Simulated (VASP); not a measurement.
Sc2SiF2: single point with PBE

Sc2SiF2:

```
Sc Si F
1.0
     3.72670    0.00000    0.00000
    -1.86335    3.22741    0.00000
     0.00000    0.00000    6.42464
Sc Si F
2 1 2
Direct
  0.33333 0.66667 0.24867
  0.66667 0.33333 0.75133
  0.00000 0.00000 0.00000
  0.33333 0.66667 0.60428
  0.66667 0.33333 0.39572
```

The cell was generated, and may not be a known phase.

```yaml
Program: VASP 6.6.1
Task: single point
Functional: PBE
Potentials_or_basis: VASP PAW PBE potentials, release 64 (Sc_sv, Si, F)
Cutoff: 600 eV
k_mesh: 6 × 6 × 4
Occupations: gaussian, width 0.1 eV
Spin: no spin polarisation
Dipole_correction: no
Further_INCAR_settings: ALGO = Normal; EDIFF = 1e-06; NBANDS = 28
```

```json
{
 "Pressure": "0.3 GPa",
 "Largest force": "0.021 eV/Å",
 "Band gap on the k mesh": "zero (bands 20 and 21 overlap by 0.29 eV)"
}
```

Forces on the atoms (eV/Å):
```
Sc   0.000  0.000 -0.011
Sc   0.000  0.000  0.011
Si   0.000  0.000  0.000
F    0.000  0.000 -0.021
F    0.000  0.000  0.021
```

Stress tensor (GPa, compression positive):
```
0.40 0.00 0.00
0.00 0.40 0.00
0.00 0.00 0.14
```

Levels at points of the mesh, in eV from the Fermi level:
| k point | band 18 | band 19 | band 20 | band 21 | band 22 | band 23 |
| --- | --- | --- | --- | --- | --- | --- |
| (0.00, 0.00, 0.00) | -2.14 | 0.06 | 0.06 | 0.52 | 0.88 | 0.88 |
| (0.50, 0.00, 0.00) | -3.25 | -1.64 | -0.68 | -0.17 | 1.83 | 1.87 |
| (0.00, 0.00, 0.50) | -2.63 | 0.11 | 0.11 | 0.57 | 1.03 | 1.03 |
| (0.50, 0.00, 0.50) | -2.97 | -1.78 | -0.72 | 0.20 | 1.62 | 2.00 |

Wall time 48 s on 1 thread of Oxide Virtual Turin-like Processor, on a shared host, peak memory 0.21 GiB.

Caveat: semilocal functionals underestimate gaps, and a narrow one can read as zero.
